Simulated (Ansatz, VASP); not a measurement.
## Two plane-wave programs on HC6

The input INCAR:

```
PREC     = Accurate       # precision mode
ENCUT    = 520            # plane-wave cutoff, eV
EDIFF    = 1E-6           # SCF threshold, eV
ISMEAR   = 0              # smearing method
SIGMA    = 0.1            # smearing width, eV
LREAL    = False          # projectors in reciprocal space
LASPH    = True           # aspherical terms in the spheres
NELM     = 60             # most SCF steps
ALGO     = Normal         # electronic algorithm
ISIF     = 2              # what is computed and relaxed
LWAVE    = False          # write WAVECAR
LCHARG   = True           # write CHGCAR
LDIPOL   = True         
IDIPOL   = 3            
DIPOL    = 0.5 0.5 0.307
LELF     = True           # ELF
LVHAR    = True         
LVACPOTAV= True         
NBANDS   = 38             # bands
```

KPOINTS

```
regular mesh
0
Gamma
  6 3 1
```

The input POSCAR:

```
HC6
1.0
    4.8895256614      0.0000000000      0.0000000000
   -1.2223814153      8.7849592876      0.0000000000
    0.0000000000      0.0000000000     22.7474729025
C H
12 2
Direct
    0.0193612757      0.0774451030      0.1758437088
    0.5193612758      0.0774451030      0.1758437088
    0.2742015947      0.0968063788      0.2059542860
    0.7742015947      0.0968063788      0.2059542860
    0.2838822326      0.1355289303      0.2661754406
    0.7838822326      0.1355289303      0.2661754406
    0.0386279421      0.1545151615      0.2955067254
    0.5386279421      0.1545151615      0.2955067254
    0.0488684834      0.1954807970      0.3583587359
    0.5488684834      0.1954807970      0.3583587359
    0.3031723044      0.2126952264      0.3845470194
    0.8031723044      0.2126952264      0.3845470194
    0.0488684834      0.1588387656      0.4605994234
    0.0488684834      0.2321228284      0.4605994234
```

Input for Ansatz:

```yaml
crystal:
  lattice:
    - [4.8895256614, 0.0, 0.0]
    - [-1.2223814153, 8.7849592876, 0.0]
    - [0.0, 0.0, 22.7474729025]
  atoms:
    - { symbol: C, position: [0.0193612757, 0.077445103, 0.1758437088] }
    - { symbol: C, position: [0.5193612758, 0.077445103, 0.1758437088] }
    - { symbol: C, position: [0.2742015947, 0.0968063788, 0.205954286] }
    - { symbol: C, position: [0.7742015947, 0.0968063788, 0.205954286] }
    - { symbol: C, position: [0.2838822326, 0.1355289303, 0.2661754406] }
    - { symbol: C, position: [0.7838822326, 0.1355289303, 0.2661754406] }
    - { symbol: C, position: [0.0386279421, 0.1545151615, 0.2955067254] }
    - { symbol: C, position: [0.5386279421, 0.1545151615, 0.2955067254] }
    - { symbol: C, position: [0.0488684834, 0.195480797, 0.3583587359] }
    - { symbol: C, position: [0.5488684834, 0.195480797, 0.3583587359] }
    - { symbol: C, position: [0.3031723044, 0.2126952264, 0.3845470194] }
    - { symbol: C, position: [0.8031723044, 0.2126952264, 0.3845470194] }
    - { symbol: H, position: [0.0488684834, 0.1588387656, 0.4605994234] }
    - { symbol: H, position: [0.0488684834, 0.2321228284, 0.4605994234] }
basis:
  ecutwfc: 420
kpoints:
  mp_grid: { grid: [6, 3, 1] }
hamiltonian:
  xc: lda
scf:
  occupations: { method: gaussian, width: 0.1 }
output:
  forces: true
  eigenvalues: true
  write_density: true
  write_potential: true
  elf: true
  volumetric_format: npy
efield:
  axis: 3
  dipole_correction: true
  ramp_width: 0.04
```

Alike in both runs: task single point; functional LDA; k mesh 6 × 3 × 1; occupations gaussian, width 0.1 eV; no spin polarisation.

```csv
,VASP,Ansatz
version,VASP 6.6.1,Ansatz 0.2.0
potentials or method,"VASP PAW LDA potentials, release 64 (C, H), cutoff 520 eV","scalar-relativistic, plane waves, PAW"
valence electrons in the cell,50,50
```

|  | VASP | Ansatz | Ansatz less VASP |
| --- | --- | --- | --- |
| gap on the k mesh at the Fermi level (eV) | 0.06 | 0.06 | +0.001 |
| least direct gap on the mesh (eV) | 0.06 | 0.06 | -0.001 |
| rms of the force components (eV/Å) | 1.611 | 1.606 | -0.0055 |

LDA's correlation is that of Perdew and Zunger in VASP and of Perdew and Wang (1992) in Ansatz. Atom by atom the forces differ by 0.023 eV/Å (rms over components). Ansatz's warnings: xc potential rough in thin density.
